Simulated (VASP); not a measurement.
Here is a VASP 6.6.1 calculation.

File INCAR:

```
SYSTEM = LiF
  PREC = Accurate
  ENCUT = 520
  EDIFF = 1E-6
  ISMEAR = -1
  SIGMA = 0.02
  LREAL = .False.
  LASPH = .True.
  NELM = 100
  ALGO = Normal
  ISIF = 2
  LWAVE = .False.
  LCHARG = .False.
  GGA = PE
  NBANDS = 12
```

File KPOINTS:

```
regular mesh
0
Gamma
  10 10 10
  0 0 0
```

POSCAR

```
LiF
1.0
    2.4948702470      0.0000000000      0.0000000000
    0.0000000000      2.5162584438      0.0000000000
    0.0000000000      0.0000000000      2.5162584438
Li F
1 1
Direct
    0.0000000000      0.0000000000      0.0000000000
    0.5000000000      0.5000000000      0.5000000000
```

Potentials or basis: VASP PAW PBE potentials, release 64 (Li_sv, F).

Command:

```bash
$ cat potpaw_PBE.64/Li_sv/POTCAR potpaw_PBE.64/F/POTCAR > POTCAR
$ mpirun -np 1 vasp_std > vasp.out
```

(1) Estimate the band gap on the k mesh.

Results:

(1) 7.98 eV, indirect (least direct gap 8.69 eV).

Caveat: the cell differs from its parent crystal (uniaxial x strain -0.9%).
